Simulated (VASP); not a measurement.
Here is a VASP 6.6.1 calculation.

The input INCAR:

```
PREC     = Accurate       # precision mode
ENCUT    = 600            # plane-wave cutoff, eV
EDIFF    = 1E-6           # SCF threshold, eV
ISMEAR   = 0              # smearing method
SIGMA    = 0.15           # smearing width, eV
LREAL    = F              # projectors in reciprocal space
LASPH    = T              # aspherical terms in the spheres
NELM     = 120            # most SCF steps
ALGO     = Normal         # electronic algorithm
ISIF     = 2              # what is computed and relaxed
LWAVE    = F              # write WAVECAR
LCHARG   = F              # write CHGCAR
GGA      = PE             # functional
NBANDS   = 36             # bands
GGA_COMPAT= F
```

File KPOINTS:

```
regular mesh
0
Gamma
  3 3 3
```

POSCAR

```
ZrNb2N3
1.0
    2.5113013380     -3.7847820972      0.0000000000
    2.5113013380      3.7847820972      0.0000000000
    0.0000000000      0.0000000000      4.0343454471
Zr Nb N
1 2 3
Direct
    0.5000000000      0.5000000000      0.5000000000
    0.0000000000      0.5000000000      0.0000000000
    0.5000000000      0.0000000000      0.0000000000
    0.1894052887      0.8105947113      0.5000000000
    0.8105947113      0.1894052887      0.5000000000
    0.5000000000      0.5000000000      0.0000000000
```

Potentials or basis: VASP PAW PBE potentials, release 64 (Zr_sv, Nb_sv, N).

Run with:

```bash
$ cat potpaw_PBE.64/Zr_sv/POTCAR potpaw_PBE.64/Nb_sv/POTCAR potpaw_PBE.64/N/POTCAR > POTCAR
$ mpirun -np 1 vasp_std > vasp.out
```

Task: Estimate the largest force.

Result: 0.004 eV/Å.

Task: What does it give for the pressure?

Result: -0.1 GPa.

Stress tensor (GPa, compression positive):
```
-0.25  0.00  0.00
 0.00 -0.28  0.00
 0.00  0.00  0.21
```

Caveat: the k points lie up to 0.52 Å⁻¹ apart, too coarse for converged energies and pressures of a metal.
